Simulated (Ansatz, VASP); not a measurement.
**Be4Se3 in VASP and in Ansatz**

```
Be Se
1.0
     3.52629    0.00000    0.00000
     0.00000    3.52629    0.00000
     0.00000    0.00000    9.31508
Be Se
4 3
Direct
  0.00000 0.50000 0.56815
  0.00000 0.50000 0.14265
  0.50000 0.00000 0.85735
  0.50000 0.00000 0.43185
  0.50000 0.50000 0.71290
  0.00000 0.00000 0.00000
  0.50000 0.50000 0.28710
```

Alike in both runs: task single point; functional PBE; k mesh 4 × 4 × 2; occupations gaussian, width 0.1 eV; no spin polarisation.

|  | VASP | Ansatz |
| --- | --- | --- |
| version | VASP 6.6.1 | Ansatz 0.2.0 |
| potentials or method | VASP PAW PBE potentials, release 64 (Be, Se), cutoff 520 eV | scalar-relativistic, plane waves, PAW |
| valence electrons in the cell | 26 | 56 |

```csv
,VASP,Ansatz,Ansatz less VASP
gap on the k mesh at the Fermi level (eV),0.48,0.48,+0.007
least direct gap on the mesh (eV),1.82,1.83,+0.010
pressure (GPa),0.4,0.2,-0.19
"traceless stress, the component that is largest in VASP (GPa)",-0.54,-0.55,-0.012
rms of the force components (eV/Å),0.007,0.009,+0.0026
```

Atom by atom the forces differ by 0.006 eV/Å (rms over components). The functional is the same, so the differences come from potentials, cutoffs and numerics. VASP's potentials hold 26 valence electrons a cell and Ansatz's 56, so a difference there can come from the potentials and not from the codes.

The k mesh is coarse, so the values compare programs but aren't converged.
